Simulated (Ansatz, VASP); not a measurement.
# Two plane-wave programs on Mg3ZnS4

```
CELL_PARAMETERS angstrom
-2.74156 2.74156 5.47375
2.74156 -2.74156 5.47375
2.74156 2.74156 -5.47375
ATOMIC_POSITIONS crystal
Mg 0.75000 0.25000 0.50000
Mg 0.50000 0.50000 0.00000
Mg 0.25000 0.75000 0.50000
S 0.12047 0.63570 0.00000
S 0.87953 0.87953 0.51524
S 0.63570 0.12047 0.00000
S 0.36430 0.36430 0.48476
Zn 0.00000 0.00000 0.00000
```

Alike in both runs: task single point; functional r2SCAN; k mesh 6 × 6 × 6; no spin polarisation.

|  | VASP | Ansatz |
| --- | --- | --- |
| version | VASP 6.6.1 | Ansatz 0.2.0 |
| potentials or method | VASP PAW PBE potentials, release 64 (Mg, S, Zn) | plane waves, PAW |
| plane-wave cutoff (eV) | 520 | 500 |
| occupations | gaussian, width 0.01 eV | fixed |
| valence electrons in the cell | 42 | 66 |

```tsv
	VASP	Ansatz	Ansatz less VASP
gap on the k mesh at the Fermi level (eV)	4.03	4.03	+0.004
pressure (GPa)	4.3	4.5	+0.20
rms of the force components (eV/Å)	0.022	0.012	-0.0102
```

VASP's potentials were made for PBE, not for r2SCAN. VASP's potentials hold 42 valence electrons a cell and Ansatz's 66, so a difference there can come from the potentials and not from the codes.
